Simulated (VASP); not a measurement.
Wanted: the native input for a VASP 6.6.1 run.

- Task: single point
- Functional: r2SCAN
- Potentials or basis: VASP PAW PBE potentials, release 64 (Cd, Se)
- Cutoff: 520 eV
- k mesh: 10 × 10 × 6
- Occupations: gaussian, width 0.05 eV
- Spin: no spin polarisation
- Dipole correction: no
- Further INCAR settings: ALGO = Normal; EDIFF = 1e-06; NBANDS = 26

CdSe:

```
CELL_PARAMETERS angstrom
4.15179 0.00000 0.00000
-2.07589 3.59555 0.00000
0.00000 0.00000 6.80568
ATOMIC_POSITIONS crystal
Cd 0.33333 0.66667 0.00548
Cd 0.66667 0.33333 0.50548
Se 0.33333 0.66667 0.37952
Se 0.66667 0.33333 0.87952
```

These files were run (other wordings do the same):

POSCAR

```
CdSe
1.0
    4.1517886329      0.0000000000      0.0000000000
   -2.0758943164      3.5955544272      0.0000000000
    0.0000000000      0.0000000000      6.8056824863
Cd Se
2 2
Direct
    0.3333333333      0.6666666667      0.0054775995
    0.6666666667      0.3333333333      0.5054775995
    0.3333333333      0.6666666667      0.3795224005
    0.6666666667      0.3333333333      0.8795224005
```

INCAR.step1

```
SYSTEM = CdSe
PREC = Accurate ; ENCUT = 520
ISMEAR = 0 ; SIGMA = 0.05
LREAL = .FALSE. ; LASPH = .TRUE.
NELM = 60 ; NBANDS = 26
GGA = PE ; ALGO = Normal
EDIFF = 1E-4 ; LWAVE = .TRUE.
LCHARG = .FALSE.
```

INCAR.step2

```
SYSTEM = CdSe
PREC = Accurate ; ENCUT = 520
EDIFF = 1E-6 ; ISMEAR = 0
SIGMA = 0.05 ; LREAL = .FALSE.
LASPH = .TRUE. ; NELM = 60
ALGO = Normal ; ISIF = 2
LWAVE = .FALSE. ; LCHARG = .FALSE.
METAGGA = R2SCAN ; LMIXTAU = .TRUE.
NBANDS = 26 ; ISTART = 1
```

KPOINTS

```
regular mesh
0
G
  10 10 6
  0 0 0
```

Potentials or basis: VASP PAW PBE potentials, release 64 (Cd, Se).

Command:

```console
$ cat potpaw_PBE.64/Cd/POTCAR potpaw_PBE.64/Se/POTCAR > POTCAR
$ cp INCAR.step1 INCAR
$ mpirun -np 1 vasp_std > vasp.out
$ cp INCAR.step2 INCAR
$ mpirun -np 1 vasp_std > vasp.out
```

Results of the run:

| Quantity | Value |
| --- | --- |
| Pressure | 9.2 GPa |
| Largest force | 0.006 eV/Å |
| Band gap on the k mesh | 1.39 eV |

Caveat: the cell stands under pressure; the PAW data sets were made with another functional, which shifts forces and pressure a little.

Run time: 2.9 min on 1 thread of Intel(R) Xeon(R) 6975P-C (Granite Rapids), on a shared host, peak memory 0.32 GiB.
